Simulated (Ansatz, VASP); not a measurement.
# Two plane-wave programs on NaH

File INCAR:

```
PREC = Accurate ; ENCUT = 500
EDIFF = 1E-6 ; ISMEAR = 0
SIGMA = 0.05 ; LREAL = False
LASPH = True ; NELM = 120
ALGO = Normal ; ISIF = 2
LWAVE = False ; LCHARG = False
GGA = PS ; NBANDS = 11
GGA_COMPAT = False
```

Contents of KPOINTS:

```
regular mesh
0
Gamma
  10 10 10
```

The input POSCAR:

```
NaH
1.0
    2.9698996200      0.0000000000      0.0000000000
    0.0000000000      2.9403483800      0.0000000000
    0.0000000000      0.0000000000      2.9551240000
Na H
1 1
Direct
    0.0000000000      0.0000000000      0.0000000000
    0.5000000000      0.5000000000      0.5000000000
```

Input for Ansatz:

```yaml
crystal:
  lattice:
    - [2.96989962, 0.0, 0.0]
    - [0.0, 2.94034838, 0.0]
    - [0.0, 0.0, 2.955124]
  atoms:
    - { symbol: Na, position: [0.0, 0.0, 0.0] }
    - { symbol: H, position: [0.5, 0.5, 0.5] }
basis:
  ecutwfc: 420
kpoints:
  mp_grid: { grid: [10, 10, 10] }
hamiltonian:
  xc: pbesol
scf:
  occupations: { method: gaussian, width: 0.05 }
output:
  forces: true
  stress: true
  eigenvalues: true
```

Change from the starting cell: strain +0.0050 x Voigt [1, -1, 0, 0, 0, 0], atoms carried along.

Alike in both runs: task single point; functional PBEsol; k mesh 10 × 10 × 10; occupations gaussian, width 0.05 eV; no spin polarisation.

```csv
,VASP,Ansatz
version,VASP 6.6.1,Ansatz 0.2.0
potentials or method,"VASP PAW PBE potentials, release 64 (Na_pv, H), cutoff 500 eV","scalar-relativistic, plane waves, PAW"
valence electrons in the cell,8,10
```

Ansatz gave:

- gap on the k mesh at the Fermi level (eV): 0.76
- least direct gap on the mesh (eV): 4.30
- pressure (GPa): -0.4
- traceless stress, the component that is largest in VASP (GPa): 0.56

Question: Which values does VASP return?

Answer: gap on the k mesh at the Fermi level (eV): 0.76; least direct gap on the mesh (eV): 4.30; pressure (GPa): -0.5; traceless stress, the component that is largest in VASP (GPa): 0.56.

VASP's potentials were made for PBE, not for PBEsol. VASP's potentials hold 8 valence electrons a cell and Ansatz's 10, so a difference there can come from the potentials and not from the codes.
